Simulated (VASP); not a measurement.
# Pd (P6_3/mmc) in VASP: further runs, part 2 of 2

VASP 6.6.1. Earlier steps stand in the parts before.

**4. Single point, PBEsol**

The input, INCAR:

```
PREC = Accurate
ENCUT = 520
EDIFF = 1E-6
ISMEAR = 0
SIGMA = 0.1
LREAL = F
LASPH = T
NELM = 100
ALGO = Normal
ISIF = 2
LWAVE = F
LCHARG = T
GGA = PS
LELF = T
LVHAR = T
NBANDS = 28
```

The input, KPOINTS:

```
regular mesh
0
Gamma
  18 18 6
```

The input, POSCAR:

```
Pd
1.0
    2.7114452689      0.0000000000      0.0000000000
   -1.3557226345      2.3481804839      0.0000000000
    0.0000000000      0.0000000000      8.9499794024
Pd
4
Direct
    0.0000000000      0.0000000000      0.0000000000
    0.3333333333      0.6666666667      0.2500000000
    0.0000000000      0.0000000000      0.5000000000
    0.6666666667      0.3333333333      0.7500000000
```

Potentials or basis: VASP PAW PBE potentials, release 64 (Pd).

Launch:

```sh
cat potpaw_PBE.64/Pd/POTCAR > POTCAR
mpirun -np 1 vasp_std > vasp.out
```

OUTCAR:

```text
PREC = Accurate
   ENCUT = 520
   EDIFF = 1E-6
   ISMEAR = 0
   LREAL = F
   LASPH = T
   NELM = 100
   ISIF = 2
   GGA = PS

 ion  position               nearest neighbor table
   1  0.000  0.000  0.000-   2 2.73   4 2.73   4 2.73   2 2.73   4 2.73   2 2.73
   2  0.333  0.667  0.250-   1 2.73   3 2.73   1 2.73   3 2.73   1 2.73   3 2.73
   3  0.000  0.000  0.500-   2 2.73   4 2.73   4 2.73   2 2.73   4 2.73   2 2.73
   4  0.667  0.333  0.750-   1 2.73   3 2.73   1 2.73   3 2.73   1 2.73   3 2.73

  LATTYP: Found a hexagonal cell.
 ALAT       =     2.7114452689
 C/A-ratio  =     3.3008150690

  Lattice vectors:

 A1 = (   2.7114452689,   0.0000000000,   0.0000000000)
 A2 = (  -1.3557226345,   2.3481804839,   0.0000000000)
 A3 = (   0.0000000000,   0.0000000000,   8.9499794024)

Analysis of symmetry for initial positions (statically):
=====================================================================
 Subroutine PRICEL returns:
 Original cell was already a primitive cell.

[... 168 lines left out ...]
  ---------------------------------------------------
  ext. energy  EPLUGINS =         0.00000000
  ---------------------------------------------------
  free energy    TOTEN  =       -23.78541693 eV

  energy without entropy =      -23.73904110  energy(sigma->0) =      -23.76222901

 E-fermi :  10.2415     XC(G=0): -13.5963

 val. band max:       10.2399853049   @ k =   0.4444   0.0000   0.1667
 cond. band min:      10.2438955434   @ k =   0.5000  -0.0000   0.0000
 fundamental gap:      0.0039102385
 Fermi energy:        10.2414596905

 k-point     1 :       0.0000    0.0000    0.0000
  band No.  band energies     occupation
      1       2.7052      2.00000
      2       4.4052      2.00000
      3       4.4139      2.00000
      4       4.5937      2.00000
      5       7.1110      2.00000
      6       7.1383      2.00000
[... 733 lines left out ...]
     27      20.6737      0.00000
     28      21.2538      0.00000

 [... further k-points ...]
[... 5 lines left out ...]
  --------------------------------------------------------------------------------------
  -------------------------------------------------------------------------------------
  Total        1.6516257      1.6516257      1.6327938     -0.0000000      0.0000000      0.0000000
  in kB       46.4373968     46.4373968     45.9079147     -0.0000000      0.0000000      0.0000000
  external PRESSURE =      46.2609028 kB  Pullay stress =       0.0000000 kB

 VOLUME and BASIS-vectors are now :
 -----------------------------------------------------------------------------
  energy-cutoff  :      520.00
  volume of cell :       56.98
      direct lattice vectors                 reciprocal lattice vectors
     2.711445269  0.000000000  0.000000000     0.368807002  0.212930822  0.000000000
    -1.355722634  2.348180484  0.000000000     0.000000000  0.425861643  0.000000000
     0.000000000  0.000000000  8.949979402     0.000000000  0.000000000  0.111732101

 POSITION                                       TOTAL-FORCE (eV/Angst)
 -----------------------------------------------------------------------------------
      0.00000      0.00000      0.00000        -0.000000      0.000000      0.000000
     -0.00000      1.56545      2.23749         0.000000     -0.000000      0.000000
      0.00000      0.00000      4.47499        -0.000000      0.000000      0.000000
      1.35572      0.78273      6.71248        -0.000000      0.000000     -0.000000
 -----------------------------------------------------------------------------------
    total drift:                                0.000000     -0.000000      0.000000

  FREE ENERGIE OF THE ION-ELECTRON SYSTEM (eV)
  ---------------------------------------------------
  free  energy   TOTEN  =       -23.7854169294 eV

  energy  without entropy=      -23.7390410968  energy(sigma->0) =      -23.76222901
```

OSZICAR:

```text
N       E                     dE             d eps       ncg     rms          rms(c)
DAV:   1     0.263033038538E+03    0.26303E+03   -0.20271E+04  8288   0.140E+03
DAV:   2    -0.181561755156E+02   -0.28119E+03   -0.26880E+03  8744   0.326E+02
DAV:   3    -0.252705446126E+02   -0.71144E+01   -0.69795E+01  9348   0.561E+01
DAV:   4    -0.253344328608E+02   -0.63888E-01   -0.63857E-01  9112   0.516E+00
DAV:   5    -0.253354512717E+02   -0.10184E-02   -0.10184E-02  9072   0.705E-01    0.184E+01
DAV:   6    -0.238681743374E+02    0.14673E+01   -0.39340E+00  8996   0.157E+01    0.828E+00
DAV:   7    -0.238484809719E+02    0.19693E-01   -0.43029E-01  8956   0.465E+00    0.425E+00
DAV:   8    -0.239954980039E+02   -0.14702E+00   -0.22792E+00  8808   0.116E+01    0.501E+00
DAV:   9    -0.237879683926E+02    0.20753E+00   -0.65339E-01  8728   0.718E+00    0.610E-01
DAV:  10    -0.237855337160E+02    0.24347E-02   -0.13328E-02  9016   0.803E-01    0.174E-01
DAV:  11    -0.237854385555E+02    0.95161E-04   -0.34002E-04  9100   0.120E-01    0.868E-02
DAV:  12    -0.237854177568E+02    0.20799E-04   -0.61607E-05  9136   0.520E-02    0.218E-02
DAV:  13    -0.237854174090E+02    0.34773E-06   -0.28326E-05  8928   0.353E-02    0.119E-02
DAV:  14    -0.237854169294E+02    0.47966E-06   -0.60915E-06  5864   0.196E-02
   1 F= -.23785417E+02 E0= -.23762229E+02  d E =-.463758E-01
```

stdout:

```text
POSCAR found type information on POSCAR Pd
 POSCAR found :  1 types and       4 ions
 scaLAPACK will be used
 -----------------------------------------------------------------------------
|                                                                             |
|                                                                             |
|     You enforced a specific xc type in the INCAR file but a different       |
|     I HOPE YOU KNOW WHAT YOU ARE DOING!                                     |
|                                                                             |
 -----------------------------------------------------------------------------

 LDA part: xc-table for (Slater+PW92), standard interpolation
 POSCAR, INCAR and KPOINTS ok, starting setup
 FFT: planning ... GRIDC
 FFT: planning ... GRID_SOFT
 FFT: planning ... GRID
 WAVECAR not read
 entering main loop
```

Wall time 4.4 min (1 thread of Intel Xeon Platinum 8488C (Sapphire Rapids), shared host); peak memory 0.3 GiB.

What came out:

```
Free energy            : -23.7854 eV
Pressure               : 4.6 GPa
Band gap on the k mesh : zero (band 20 reaches 10.47 eV, above the bottom of band 21 at 9.47 eV)
```

Caveat: the PAW data sets were made with another functional, which shifts forces and pressure a little.

**5. Relaxation of cell and atoms, PBEsol, target pressure 20 GPa, at which the enthalpy is minimised**

This run uses another cell than the first one, of 13.43 Å³/atom, 0.943 times its volume.

The input, INCAR:

```
SYSTEM = Pd
PREC = Accurate
ENCUT = 600
EDIFF = 1E-6
ISMEAR = 0
SIGMA = 0.1
LREAL = .FALSE.
LASPH = .TRUE.
NELM = 80
ALGO = Fast
ISIF = 3
LWAVE = .FALSE.
LCHARG = .FALSE.
GGA = PS
IBRION = 2
NSW = 70
EDIFFG = -0.008
PSTRESS = 200.0
```

The input, KPOINTS:

```
Automatic mesh
0
G
  18 18 6
  0 0 0
```

The input, POSCAR:

```
Pd
1.0
    2.6591082884      0.0000000000      0.0000000000
   -1.3295541442      2.3028553292      0.0000000000
    0.0000000000      0.0000000000      8.7748426864
Pd
4
Direct
    0.0000000000      0.0000000000      0.0000000000
    0.3333333333      0.6666666667      0.2500000000
    0.0000000000      0.0000000000      0.5000000000
    0.6666666667      0.3333333333      0.7500000000
```

Launch:

```sh
cat potpaw_PBE.64/Pd/POTCAR > POTCAR
mpirun -np 1 vasp_std > vasp.out
```

It took 12 min on 1 thread of Oxide Virtual Turin-like, shared host; peak memory 0.3 GiB.

Results (log left out):

- Free energy: -23.5473 eV
- Relaxed volume: 13.44 Å³/atom
- Relaxed cell: a = 2.660 Å, b = 2.660 Å, c = 8.776 Å, α = 90.00°, β = 90.00°, γ = 120.00°
- Space group after relaxing (to 0.05 Å): P6_3/mmc (No. 194)
- Energy change on relaxing (the enthalpy is what falls): -1.4 meV/atom
- Ionic steps: 3
- Pressure after relaxing: 20.0 GPa

Stress tensor (GPa, compression positive):
```
20.04  0.00  0.00
 0.00 20.04  0.00
 0.00  0.00 19.91
```

Step by step:
```csv
step,energy change (eV),largest force (eV/Å),pressure (GPa),volume (Å³)
1,0.0000,0.0000,20.21,53.73
2,-0.0173,0.0000,19.44,53.87
3,-0.0057,0.0000,20.00,53.78
```

Final structure:
```
CELL_PARAMETERS angstrom
2.66005 0.00000 0.00000
-1.33002 2.30367 0.00000
0.00000 0.00000 8.77609
ATOMIC_POSITIONS crystal
Pd 0.00000 0.00000 0.00000
Pd 0.33333 0.66667 0.25000
Pd 0.00000 0.00000 0.50000
Pd 0.66667 0.33333 0.75000
```

Levels at points of the mesh, in eV from the Fermi level:
```tsv
k point	band 18	band 19	band 20	band 21	band 22	band 23
(0.00, 0.00, 0.00)	-1.24	-1.24	-0.82	-0.82	-0.14	-0.14
(0.50, 0.00, 0.00)	0.21	0.23	0.25	1.21	2.24	3.95
(0.00, 0.00, 0.50)	-1.51	-1.31	-1.31	-0.44	-0.44	-0.44
(0.50, 0.00, 0.50)	0.03	0.21	0.21	2.53	2.53	4.00
```

Caveat: the cell is relaxed towards a set pressure, so the enthalpy falls and the energy may rise; the bands computed are all filled at some k points, so no gap is given; the PAW data sets were made with another functional, which shifts forces and pressure a little.

**6. Relaxation of cell and atoms, PBEsol, target pressure 2 GPa, at which the enthalpy is minimised**

This run uses another cell than the first one, of 14.30 Å³/atom, 1.004 times its volume.

The input, INCAR:

```
  PREC = Accurate
  ENCUT = 600
  EDIFF = 1E-6
  ISMEAR = 0
  SIGMA = 0.1
  LREAL = F
  LASPH = T
  NELM = 60
  ALGO = Fast
  ISIF = 3
  LWAVE = F
  LCHARG = F
  GGA = PS
  IBRION = 2
  NSW = 70
  EDIFFG = -0.008
  PSTRESS = 20.0
```

The input, KPOINTS:

```
Automatic mesh
0
Gamma
  18 18 6
```

The input, POSCAR:

```
Pd
1.0
    2.7149276190      0.0000000000      0.0000000000
   -1.3574638095      2.3511962875      0.0000000000
    0.0000000000      0.0000000000      8.9621000569
Pd
4
Direct
    0.0000000000      0.0000000000      0.0000000000
    0.3333333333      0.6666666667      0.2500000000
    0.0000000000      0.0000000000      0.5000000000
    0.6666666667      0.3333333333      0.7500000000
```

Potentials or basis: VASP PAW PBE potentials, release 64 (Pd).

Launch:

```sh
cat potpaw_PBE.64/Pd/POTCAR > POTCAR
mpirun -np 1 vasp_std > vasp.out
```

OUTCAR:

```text
PREC = Accurate
   ENCUT = 600
   EDIFF = 1E-6
   ISMEAR = 0
   LREAL = F
   LASPH = T
   NELM = 60
   ISIF = 3
   GGA = PS
   IBRION = 2
   NSW = 70
   EDIFFG = -0.008
   PSTRESS = 20.0

 ion  position               nearest neighbor table
   1  0.000  0.000  0.000-   2 2.73   4 2.73   4 2.73   2 2.73   4 2.73   2 2.73
   2  0.333  0.667  0.250-   1 2.73   3 2.73   1 2.73   3 2.73   1 2.73   3 2.73
   3  0.000  0.000  0.500-   2 2.73   4 2.73   4 2.73   2 2.73   4 2.73   2 2.73
   4  0.667  0.333  0.750-   1 2.73   3 2.73   1 2.73   3 2.73   1 2.73   3 2.73

  LATTYP: Found a hexagonal cell.
 ALAT       =     2.7149276190
 C/A-ratio  =     3.3010456685

  Lattice vectors:

 A1 = (   2.7149276190,   0.0000000000,   0.0000000000)
 A2 = (  -1.3574638095,   2.3511962875,   0.0000000000)
 A3 = (   0.0000000000,   0.0000000000,   8.9621000569)

Analysis of symmetry for initial positions (statically):
[... 222 lines left out ...]
 number of electron      39.9999988 magnetization

 E-fermi :   9.7929     XC(G=0): -13.4355

 val. band max:        9.7905374372   @ k =   0.2778   0.1667   0.3333
 cond. band min:       9.7931557627   @ k =   0.5000   0.0000   0.0000
 fundamental gap:      0.0026183256
 Fermi energy:         9.7929331048

 k-point     1 :       0.0000    0.0000    0.0000
  band No.  band energies     occupation
      1       2.4636      2.00000
      2       4.1406      2.00000
      3       4.1486      2.00000
      4       4.3551      2.00000
      5       6.7908      2.00000
      6       6.8175      2.00000
[... 678 lines left out ...]
--------------------------------------- Ionic step        3  -------------------------------------------

 number of electron      39.9999993 magnetization

 Free energy of the ion-electron system (eV)
  ---------------------------------------------------
  ext. energy  EPLUGINS =         0.00000000
  ---------------------------------------------------
  free energy    TOTEN  =       -23.80073396 eV

  energy without entropy =      -23.75351033  energy(sigma->0) =      -23.77712215

 E-fermi :  10.0371     XC(G=0): -13.5233

 val. band max:       10.0351252993   @ k =   0.2778   0.1667   0.3333
 cond. band min:      10.0387305774   @ k =   0.5000   0.0000   0.0000
 fundamental gap:      0.0036052781
 Fermi energy:        10.0371204762

 k-point     1 :       0.0000    0.0000    0.0000
  band No.  band energies     occupation
      1       2.5949      2.00000
      2       4.2844      2.00000
      3       4.2927      2.00000
      4       4.4850      2.00000
      5       6.9650      2.00000
      6       6.9919      2.00000
[... 674 lines left out ...]
  energy  without entropy=      -23.7535103294  energy(sigma->0) =      -23.77712215

  enthalpy is  TOTEN    =       -23.0810915450 eV   P V=        0.7196424161

 reached required accuracy - stopping structural energy minimisation
```

OSZICAR:

```text
N       E                     dE             d eps       ncg     rms          rms(c)
DAV:   1     0.287139018304E+03    0.28714E+03   -0.22559E+04  7104   0.184E+03
DAV:   2    -0.186683989214E+02   -0.30581E+03   -0.29733E+03  8336   0.385E+02
[... 29 lines left out ...]
RMM:   4    -0.238025876273E+02   -0.20509E-02   -0.38045E-03  7104   0.412E-01    0.507E-01
RMM:   5    -0.238007695219E+02    0.18181E-02   -0.22740E-03  7104   0.347E-01    0.578E-02
RMM:   6    -0.238007235652E+02    0.45957E-04   -0.25178E-04  7129   0.111E-01    0.125E-02
RMM:   7    -0.238007319358E+02   -0.83706E-05   -0.42897E-05  6995   0.356E-02    0.871E-03
RMM:   8    -0.238007333639E+02   -0.14281E-05   -0.10713E-05  6469   0.187E-02    0.398E-03
RMM:   9    -0.238007339611E+02   -0.59724E-06   -0.37464E-06  5103   0.137E-02
   3 F= -.23081092E+02 E0= -.23057480E+02  d E =-.234479E-02
```

It took 12 min on 1 thread of Oxide Virtual Turin-like, shared host; peak memory 0.31 GiB.

What came out:

* Free energy: -23.8007 eV
* Relaxed volume: 14.41 Å³/atom
* Relaxed cell: a = 2.722 Å, b = 2.722 Å, c = 8.985 Å, α = 90.00°, β = 90.00°, γ = 120.00°
* Space group after relaxing (to 0.05 Å): P6_3/mmc (No. 194)
* Energy change on relaxing (the enthalpy is what falls): -2.0 meV/atom
* Ionic steps: 3
* Pressure after relaxing: 2.0 GPa

Step by step:
| step | energy change (eV) | largest force (eV/Å) | pressure (GPa) | volume (Å³) |
| --- | --- | --- | --- | --- |
| 1 | 0.0000 | 0.0000 | 3.69 | 57.21 |
| 2 | -0.0106 | 0.0000 | -0.84 | 58.47 |
| 3 | -0.0079 | 0.0000 | 1.98 | 57.65 |

Final structure:
```
CELL_PARAMETERS angstrom
2.72197 0.00000 0.00000
-1.36098 2.35729 0.00000
0.00000 0.00000 8.98466
ATOMIC_POSITIONS crystal
Pd 0.00000 0.00000 0.00000
Pd 0.33333 0.66667 0.25000
Pd 0.00000 0.00000 0.50000
Pd 0.66667 0.33333 0.75000
```

Caveat: the cell is relaxed towards a set pressure, so the enthalpy falls and the energy may rise; the bands computed are all filled at some k points, so no gap is given; the PAW data sets were made with another functional, which shifts forces and pressure a little.

**7. The runs side by side**

| task | spin | cell | cutoff (eV) | gap on the mesh (eV) | pressure (GPa) |
| --- | --- | --- | --- | --- | --- |
| relaxation of cell and atoms | off | relaxed to 5 GPa from a = 2.711, b = 2.711, c = 8.950 Å, angles 90.0, 90.0, 120.0°, 4 atoms | 600 | - | 5.0 |
| single point | collinear, ferromagnetic start | a = 2.732, b = 2.732, c = 9.020 Å, angles 90.0, 90.0, 120.0°, 4 atoms | 520 | none | -0.3 |
| single point | off | a = 2.711, b = 2.711, c = 8.950 Å, angles 90.0, 90.0, 120.0°, 4 atoms | 520 | none | 4.6 |
| relaxation of cell and atoms | off | relaxed to 20 GPa from a = 2.659, b = 2.659, c = 8.775 Å, angles 90.0, 90.0, 120.0°, 4 atoms | 600 | - | 20.0 |
| relaxation of cell and atoms | off | relaxed to 2 GPa from a = 2.715, b = 2.715, c = 8.962 Å, angles 90.0, 90.0, 120.0°, 4 atoms | 600 | - | 2.0 |

Alike in all rows: level PBEsol; potentials or basis VASP PAW PBE potentials, release 64 (Pd); k mesh 18 × 18 × 6; smearing gaussian 0.1 eV.

Caveats: the PAW data sets were made with another functional, which shifts forces and pressure a little; the cell is relaxed towards a set pressure, so the enthalpy falls and the energy may rise (some runs); the bands computed are all filled at some k points, so no gap is given (some runs).

Total energies depend on the potentials used, so only differences within one code and one set of settings carry meaning.
